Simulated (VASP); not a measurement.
## LiNbO3: single point with PBE

The system is LiNbO3.

```
Li Nb O
1.0
     2.45754    1.41886    5.19279
    -2.45754    1.41886    5.19279
     0.00000   -2.83773    5.19279
Li Nb O
2 2 6
Cartesian
  0.0000 0.0000 3.8946
  0.0000 0.0000 11.6838
  0.0000 0.0000 0.0000
  0.0000 0.0000 7.7892
  -0.6352 -1.4189 6.4910
  1.5464 0.1593 6.4910
  -0.9112 1.2595 6.4910
  0.6352 1.4189 9.0874
  -1.5464 -0.1593 9.0874
  0.9112 -1.2595 9.0874
```

This cell differs from its parent crystal: atoms shifted along a free coordinate, c/a of the conventional cell at fixed volume 3.1695.

```
Program             : VASP 6.6.1
Task                : single point
Functional          : PBE
Potentials or basis : VASP PAW PBE potentials, release 64 (Li_sv, Nb_sv, O)
Cutoff              : 520 eV
k mesh              : 6 × 6 × 6
Occupations         : gaussian, width 0.05 eV
Spin                : no spin polarisation
```

| Item | Value |
| --- | --- |
| Largest force | 0.407 eV/Å |
| Band gap on the k mesh | 1.88 eV (least direct gap 1.96 eV) |

Forces in eV/Å, atoms in the order of the input:
```
Li   0.000  0.000  0.000
Li   0.000  0.000  0.000
Nb   0.000  0.000  0.000
Nb   0.000  0.000  0.000
O    0.407  0.000  0.000
O   -0.203  0.352  0.000
O   -0.203 -0.352  0.000
O   -0.407  0.000  0.000
O    0.203 -0.352  0.000
O    0.203  0.352  0.000
```

Levels at points of the mesh, in eV from the valence-band top:
| k point | band 31 | band 32 | band 33 | band 34 | band 35 | band 36 | band 37 | band 38 |
| --- | --- | --- | --- | --- | --- | --- | --- | --- |
| (0.00, 0.00, 0.00) | -0.25 | -0.25 | 0.00 | 0.00 | 1.96 | 1.96 | 2.61 | 3.90 |
| (0.50, 0.00, 0.00) | -0.60 | -0.60 | -0.36 | -0.36 | 3.33 | 3.33 | 3.43 | 3.43 |
| (0.50, 0.50, 0.00) | -0.97 | -0.96 | -0.39 | -0.35 | 1.88 | 2.94 | 3.31 | 3.45 |
| (0.50, 0.50, 0.50) | -0.12 | -0.12 | -0.12 | -0.12 | 3.68 | 3.68 | 3.68 | 3.68 |

Wall time 4.1 min on 1 thread of AMD EPYC 9R45 96-Core Processor (Zen 5), on a shared host, peak memory 0.33 GiB.

 A k mesh can miss the band edges.
